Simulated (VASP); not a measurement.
# Mg12B (a cell with a defect) in VASP: a series of runs

Runs on Mg12B (a cell with a defect). Level: PBE. Tasks: relaxation of the atoms, single point, molecular dynamics.

Program: VASP 6.6.1. These are calculated values, not measurements. Logs are shortened: lines on timing, memory, paths and dates and some standing lists are left out, and cuts for length are marked.

### Step 1. The cell of the first run

The cell holds a defect, 13 atoms: a = 6.407 Å, b = 9.610 Å, c = 5.202 Å, α = 90.00°, β = 90.00°, γ = 120.00°.

### Step 2. Relaxation of the atoms, PBE

The input, INCAR:

```
PREC     = Accurate       # precision mode
ENCUT    = 520            # plane-wave cutoff, eV
EDIFF    = 1E-7           # SCF threshold, eV
ISMEAR   = -1             # smearing method
SIGMA    = 0.1            # smearing width, eV
LREAL    = F              # projectors in reciprocal space
LASPH    = T              # aspherical terms in the spheres
NELM     = 60             # most SCF steps
ALGO     = Normal         # electronic algorithm
ISIF     = 2              # what is computed and relaxed
LWAVE    = F              # write WAVECAR
LCHARG   = F              # write CHGCAR
GGA      = PE             # functional
IBRION   = 2              # ionic algorithm
NSW      = 45             # ionic steps
EDIFFG   = -0.08          # ionic threshold
```

The input, KPOINTS:

```
regular mesh
0
Gamma
  2 2 2
```

The input, POSCAR:

```
Mg12B
1.0
    6.4070000000      0.0000000000      0.0000000000
   -4.8052500000      8.3229370000      0.0000000000
    0.0000000000      0.0000000000      5.2015000000
Mg B
12 1
Direct
    0.1666667000      0.2222222000      0.2500000000
    0.3333333000      0.1111111000      0.7500000000
    0.1666667000      0.5555556000      0.2500000000
    0.3333333000      0.4444444000      0.7500000000
    0.1666667000      0.8888889000      0.2500000000
    0.3333333000      0.7777778000      0.7500000000
    0.6666667000      0.2222222000      0.2500000000
    0.8333333000      0.1111111000      0.7500000000
    0.6666667000      0.5555556000      0.2500000000
    0.8333333000      0.4444444000      0.7500000000
    0.6666667000      0.8888889000      0.2500000000
    0.8333333000      0.7777778000      0.7500000000
    0.0066947000      0.6641140000      0.4934019000
```

Potentials or basis: VASP PAW PBE potentials, release 64 (Mg, B).

Launch:

```
$ cat potpaw_PBE.64/Mg/POTCAR potpaw_PBE.64/B/POTCAR > POTCAR
$ mpirun -np 1 vasp_std > vasp.out
```

OUTCAR:

```text
PREC = Accurate
   ENCUT = 520
   EDIFF = 1E-7
   ISMEAR = -1
   LREAL = F
   LASPH = T
   NELM = 60
   ISIF = 2
   GGA = PE
   IBRION = 2
   NSW = 45
   EDIFFG = -0.08

 ion  position               nearest neighbor table
   1  0.167  0.222  0.250-   2 3.19   2 3.19   4 3.19   4 3.19   8 3.19   8 3.19   5 3.20  11 3.20
                             7 3.20   7 3.20   9 3.20   3 3.20
   2  0.333  0.111  0.750-   1 3.19   1 3.19   5 3.19   5 3.19   7 3.19   7 3.19   4 3.20   6 3.20
                            10 3.20  12 3.20   8 3.20   8 3.20
   3  0.167  0.556  0.250-  13 2.19   6 3.19   6 3.19   4 3.19   4 3.19  10 3.19  10 3.19   5 3.20
                            11 3.20   9 3.20   9 3.20   7 3.20   1 3.20
   4  0.333  0.444  0.750-   1 3.19   1 3.19   3 3.19   3 3.19   9 3.19   9 3.19   2 3.20   8 3.20
                            10 3.20  10 3.20  12 3.20   6 3.20
   5  0.167  0.889  0.250-  13 2.26   6 3.19   6 3.19   2 3.19   2 3.19  12 3.19  12 3.19   1 3.20
                             3 3.20   7 3.20   9 3.20  11 3.20  11 3.20
   6  0.333  0.778  0.750-  13 2.25   5 3.19   5 3.19   3 3.19   3 3.19  11 3.19  11 3.19   2 3.20
                             8 3.20  12 3.20  12 3.20  10 3.20   4 3.20
   7  0.667  0.222  0.250-   8 3.19   8 3.19  10 3.19  10 3.19   2 3.19   2 3.19  11 3.20   5 3.20
                             1 3.20   1 3.20   3 3.20   9 3.20
   8  0.833  0.111  0.750-   7 3.19   7 3.19  11 3.19  11 3.19   1 3.19   1 3.19  12 3.20  10 3.20
                             4 3.20   6 3.20   2 3.20   2 3.20
   9  0.667  0.556  0.250-  13 2.27  12 3.19  12 3.19  10 3.19  10 3.19   4 3.19   4 3.19  11 3.20
                             5 3.20   3 3.20   3 3.20   1 3.20   7 3.20
  10  0.833  0.444  0.750-  13 2.26   7 3.19   7 3.19   9 3.19   9 3.19   3 3.19   3 3.19   8 3.20
                             2 3.20   4 3.20   4 3.20   6 3.20  12 3.20
  11  0.667  0.889  0.250-  12 3.19  12 3.19   8 3.19   8 3.19   6 3.19   6 3.19   7 3.20   9 3.20
                             1 3.20   3 3.20   5 3.20   5 3.20
  12  0.833  0.778  0.750-  13 2.33  11 3.19  11 3.19   9 3.19   9 3.19   5 3.19   5 3.19   8 3.20
                             2 3.20   6 3.20   6 3.20   4 3.20  10 3.20
  13  0.007  0.664  0.493-   3 2.19   6 2.25   5 2.26  10 2.26   9 2.27  12 2.33

  LATTYP: Found a simple monoclinic cell.
 ALAT       =     6.4070000000
 B/A-ratio  =     0.8118464180
 C/A-ratio  =     1.3228756336
 COS(beta)  =    -0.1889822396

  Lattice vectors:

 A1 = (   6.4070000000,   0.0000000000,   0.0000000000)
 A2 = (   0.0000000000,   0.0000000000,   5.2015000000)
 A3 = (  -1.6017500000,  -8.3229370000,   0.0000000000)

Analysis of symmetry for initial positions (statically):
=====================================================================
 Subroutine PRICEL returns:
 Original cell was already a primitive cell.

 Routine SETGRP: Setting up the symmetry group for a
 simple monoclinic supercell.

 Subroutine GETGRP returns: Found  1 space group operations
 (whereof  1 operations were pure point group operations)
 out of a pool of  4 trial point group operations.

The static configuration has the point symmetry C_1 .
[... 117 lines left out ...]
   NELM   =     60;   NELMIN=  2; NELMDL= -5     # of ELM steps
   EDIFF  = 0.1E-06   stopping-criterion for ELM
   LREAL  =      F    real-space projection
   EDIFFG = -.8E-01   stopping-criterion for IOM
   NSW    =     45    number of steps for IOM
   IBRION =      2    ionic relax: 0-MD 1-quasi-New 2-CG
   NFREE  =      1    steps in history (QN), initial steepest desc. (CG)
   ISIF   =      2    stress and relaxation
   ISYM   =      2    0-nonsym 1-usesym 2-fastsym
   POTIM  = 0.5000    time-step for ionic-motion
   TEBEG  =    0.0;   TEEND  =   0.0 temperature during run
   PSTRESS=    0.0 pullay stress
   NELECT =      27.0000    total number of electrons
   NUPDOWN=      -1.0000    fix difference up-down
   EMIN   =  10.00;   EMAX   =-10.00  energy-range for DOS
   EFERMI =   0.00;   METHOD = LEGACY
   ISMEAR =    -1;   SIGMA  =   0.10  broadening in eV -4-tet -1-fermi 0-gaus
   EFERMI_NEDOS =   21; number of points for ismear=-14 and -15
   IALGO  =     38    algorithm
   IMIX   =      4    mixing-type and parameters
     AMIX     =   0.40;   BMIX     =  1.00
     AMIX_MAG =   1.60;   BMIX_MAG =  1.00
  volume/ion in A,a.u.               =      21.34       143.98
  Fermi-wavevector in a.u.,A,eV,Ry     =   0.753083  1.423120  7.716324  0.567134
  Thomas-Fermi vector in A             =   1.850441
   LORBIT       =      0    0 simple, 1 ext, 2 COOP (PROOUT), +10 PAW based schemes
   GGA     = PE    functional components
   LHFCALC =     F    Hartree Fock is set to
   AEXX    =    0.0000 exact exchange contribution
   IVDW    =     0    specifies the selected vdW correction
   LEPSILON=     F    determine dielectric tensor
   LRPA    =     F    only Hartree local field effects (RPA)
 conjugate gradient relaxation of ions
 non-spin polarized calculation
  energy-cutoff  :      520.00
  volume of cell :      277.37
 maximum number of plane-waves:      7484
 NGX is ok and might be reduce to    48
   NGX = 23   NGY = 35   NGZ = 19

--------------------------------------- Ionic step        1  -------------------------------------------

 number of electron      27.0000000 magnetization

 Free energy of the ion-electron system (eV)
  ---------------------------------------------------
  ext. energy  EPLUGINS =         0.00000000
  ---------------------------------------------------
  free energy    TOTEN  =       -23.27550231 eV

  energy without entropy =      -23.09524024  energy(sigma->0) =      -23.18537127

------------------------ aborting loop because EDIFF is reached ----------------------------------------

  FORCE on cell =-STRESS in cart. coord.  units (eV):
  Direction    XX          YY          ZZ          XY          YZ          ZX
  --------------------------------------------------------------------------------------
  -------------------------------------------------------------------------------------
  Total        0.2345336      1.9548225      5.1305089      0.0897282      0.1318315     -0.1727593
  in kB        1.3547392     11.2916646     29.6354206      0.5182983      0.7614998     -0.9979118
  external PRESSURE =      14.0939415 kB  Pullay stress =       0.0000000 kB
[... 222 lines left out ...]
--------------------------------------- Ionic step        6  -------------------------------------------

 number of electron      27.0000000 magnetization

 Free energy of the ion-electron system (eV)
  ---------------------------------------------------
  ext. energy  EPLUGINS =         0.00000000
  ---------------------------------------------------
  free energy    TOTEN  =       -23.41043271 eV

  energy without entropy =      -23.24598271  energy(sigma->0) =      -23.32820771

 E-fermi :   2.6932     XC(G=0):  -8.6309

 val. band max:        2.6528004314   @ k =   0.5000   0.5000   0.0000
 cond. band min:       2.7440249517   @ k =   0.5000   0.5000   0.0000
 fundamental gap:      0.0912245204
 Fermi energy:         2.6931564861

 k-point     1 :       0.0000    0.0000    0.0000
  band No.  band energies     occupation
      1      -5.1264      2.00000
      2      -3.1375      2.00000
      3      -2.2239      2.00000
      4      -1.1330      2.00000
      5      -0.8466      2.00000
      6       0.1145      2.00000
[... 213 lines left out ...]
  FREE ENERGIE OF THE ION-ELECTRON SYSTEM (eV)
  ---------------------------------------------------
  free  energy   TOTEN  =       -23.4104327122 eV

  energy  without entropy=      -23.2459827115  energy(sigma->0) =      -23.32820771

 reached required accuracy - stopping structural energy minimisation
```

OSZICAR:

```text
N       E                     dE             d eps       ncg     rms          rms(c)
DAV:   1     0.340665028767E+02    0.34067E+02   -0.81501E+03   320   0.974E+02
DAV:   2    -0.220392084396E+02   -0.56106E+02   -0.53217E+02   392   0.111E+02
DAV:   3    -0.271131188172E+02   -0.50739E+01   -0.48717E+01   412   0.287E+01
[... 55 lines left out ...]
DAV:   2    -0.234104281772E+02    0.21338E-03   -0.22654E-03   360   0.243E-01    0.178E-02
DAV:   3    -0.234104314238E+02   -0.32467E-05   -0.25573E-04   364   0.746E-02    0.986E-03
DAV:   4    -0.234104319972E+02   -0.57336E-06   -0.20726E-05   436   0.217E-02    0.589E-03
DAV:   5    -0.234104326372E+02   -0.63998E-06   -0.48333E-06   396   0.942E-03    0.241E-03
DAV:   6    -0.234104327122E+02   -0.75033E-07   -0.97390E-07   416   0.476E-03
   6 F= -.23410433E+02 E0= -.23328208E+02  d E =-.508491E-02
```

Run time: 3.8 min. Hardware: 1 thread of AMD EPYC 7R13 (Zen 3), shared host; peak memory 0.36 GiB.

What came out:

* Free energy: -23.4104 eV
* Energy gained by relaxing: 10.4 meV/atom
* Ionic steps: 6
* Pressure after relaxing: 1.0 GPa
* Largest force after relaxing: 0.063 eV/Å

Forces on the atoms (eV/Å):
```
Mg  -0.008 -0.027  0.022
Mg   0.010  0.019 -0.012
Mg  -0.022  0.003  0.028
Mg   0.006 -0.050  0.018
Mg  -0.008 -0.025  0.050
Mg  -0.047  0.008 -0.028
Mg  -0.001 -0.026  0.012
Mg   0.010  0.028 -0.026
Mg   0.050 -0.011  0.022
Mg   0.017  0.024 -0.055
Mg  -0.001  0.049 -0.015
Mg   0.041 -0.013 -0.046
B   -0.048  0.021  0.032
```

Stress tensor (GPa, compression positive):
```
-0.76  0.09 -0.09
 0.09  0.64  0.15
-0.09  0.15  3.01
```

The path:
```tsv
step	energy change (eV)	largest force (eV/Å)	pressure (GPa)
1	0.0000	0.7339	1.41
2	-0.0754	0.3001	1.19
3	-0.1074	0.2868	1.00
4	-0.1228	0.1600	0.96
5	-0.1298	0.1106	0.92
6	-0.1349	0.0627	0.96
```

Final structure:
```cif
data_structure
_symmetry_space_group_name_H-M 'P 1'
_symmetry_Int_Tables_number 1
_cell_length_a 6.4070
_cell_length_b 9.6105
_cell_length_c 5.2015
_cell_angle_alpha 90.000
_cell_angle_beta 90.000
_cell_angle_gamma 120.000
_cell_volume 277.37
loop_
_atom_site_label
_atom_site_type_symbol
_atom_site_fract_x
_atom_site_fract_y
_atom_site_fract_z
_atom_site_occupancy
Mg1 Mg 0.16399 0.22038 0.24773 1
Mg2 Mg 0.33640 0.11574 0.75181 1
Mg3 Mg 0.16844 0.55058 0.24330 1
Mg4 Mg 0.32914 0.43544 0.75758 1
Mg5 Mg 0.17334 0.89557 0.24544 1
Mg6 Mg 0.34158 0.78387 0.75767 1
Mg7 Mg 0.66371 0.21760 0.24823 1
Mg8 Mg 0.83645 0.11256 0.75257 1
Mg9 Mg 0.66005 0.54945 0.24157 1
Mg10 Mg 0.82707 0.43762 0.75367 1
Mg11 Mg 0.67116 0.89761 0.24125 1
Mg12 Mg 0.83333 0.78164 0.75443 1
B1 B 0.00204 0.66604 0.49815 1
```

Caveat: the k points lie up to 0.60 Å⁻¹ apart; the relaxation stopped at a loose force limit of 0.08 eV/Å, so its end isn't a converged minimum.

### Step 3. Single point, PBE

The input, INCAR:

```
SYSTEM = Mg12B
ALGO = Normal ; EDIFF = 1E-7
ENCUT = 520 ; GGA = PE
ISIF = 2 ; ISMEAR = -1
LASPH = .True. ; LCHARG = .False.
LREAL = .False. ; LWAVE = .False.
NBANDS = 26 ; NELM = 80
PREC = Accurate ; SIGMA = 0.1
```

The input, KPOINTS:

```
k-points
0
Gamma
  2 2 2
  0 0 0
```

The input, POSCAR:

```
Mg12B
1.0
    6.4070000000      0.0000000000      0.0000000000
   -4.8052500000      8.3229370000      0.0000000000
    0.0000000000      0.0000000000      5.2015000000
Mg B
12 1
Direct
    0.1625948305      0.2190311052      0.2506151289
    0.3384061232      0.1166116764      0.7522011297
    0.1680646373      0.5511177885      0.2450893694
    0.3292111883      0.4334337939      0.7617245968
    0.1707789946      0.8951481323      0.2468576359
    0.3391706026      0.7846968875      0.7578733884
    0.6627269762      0.2163571069      0.2474981729
    0.8387968585      0.1138829528      0.7493383302
    0.6620912250      0.5483417443      0.2407264552
    0.8300408300      0.4380247619      0.7515514651
    0.6712769577      0.8994148257      0.2372476529
    0.8327888277      0.7814358723      0.7535036011
    0.0007466484      0.6666173523      0.4991749735
```

Potentials or basis: VASP PAW PBE potentials, release 64 (Mg, B).

Launch:

```
$ cat potpaw_PBE.64/Mg/POTCAR potpaw_PBE.64/B/POTCAR > POTCAR
$ mpirun -np 1 vasp_std > vasp.out
```

Run time: 82 s. Hardware: 1 thread of Intel Xeon Platinum 8488C (Sapphire Rapids), shared host; peak memory 0.35 GiB.

It converged, with:

| Quantity | Value |
| --- | --- |
| Free energy | -23.4146 eV |
| Pressure | 1.0 GPa |
| Largest force | 0.030 eV/Å |

Forces in eV/Å, atoms in the order of the input:
```
Mg  -0.001  0.005 -0.005
Mg   0.003 -0.003  0.000
Mg   0.012 -0.001  0.025
Mg   0.004  0.003 -0.007
Mg   0.005  0.005  0.022
Mg   0.010  0.007 -0.023
Mg  -0.001  0.003 -0.004
Mg  -0.003 -0.004  0.001
Mg  -0.012 -0.009  0.024
Mg  -0.002 -0.009 -0.016
Mg   0.001 -0.002  0.009
Mg  -0.018  0.010 -0.022
B    0.003 -0.004 -0.003
```

Stress tensor (GPa, compression positive):
```
-0.68  0.07 -0.07
 0.07  0.76  0.15
-0.07  0.15  3.04
```

Levels at points of the mesh, in eV from the Fermi level:
```
           k point  band 9  band 10  band 11  band 12  band 13  band 14  band 15  band 16  band 17  band 18
(0.00, 0.00, 0.00)   -1.75    -1.15    -0.64    -0.37    -0.07     0.17     0.61     0.78     1.11     1.37
(0.50, 0.00, 0.00)   -1.40    -0.85    -0.43    -0.22    -0.21    -0.05     0.14     0.40     0.44     0.93
(0.00, 0.50, 0.00)   -2.04    -1.41    -1.29    -0.73    -0.72    -0.26     0.72     1.11     1.26     1.38
(0.50, 0.50, 0.00)   -1.20    -0.57    -0.30    -0.03     0.05     0.46     0.91     0.95     1.06     1.07
(0.00, 0.00, 0.50)   -2.12    -1.83    -1.49    -1.23    -0.94    -0.60    -0.08     0.88     0.91     1.31
(0.50, 0.00, 0.50)   -1.76    -1.36    -1.09    -0.71    -0.39     0.42     0.55     0.93     0.94     1.93
(0.00, 0.50, 0.50)   -1.83    -1.37    -1.36    -1.00    -0.88    -0.77    -0.73    -0.36     0.42     1.00
(0.50, 0.50, 0.50)   -2.56    -2.26    -2.19    -1.95     0.27     0.96     1.25     1.45     2.33     2.64
```

Caveat: the k points lie up to 0.60 Å⁻¹ apart.

(Continued in part 2 of 2.)
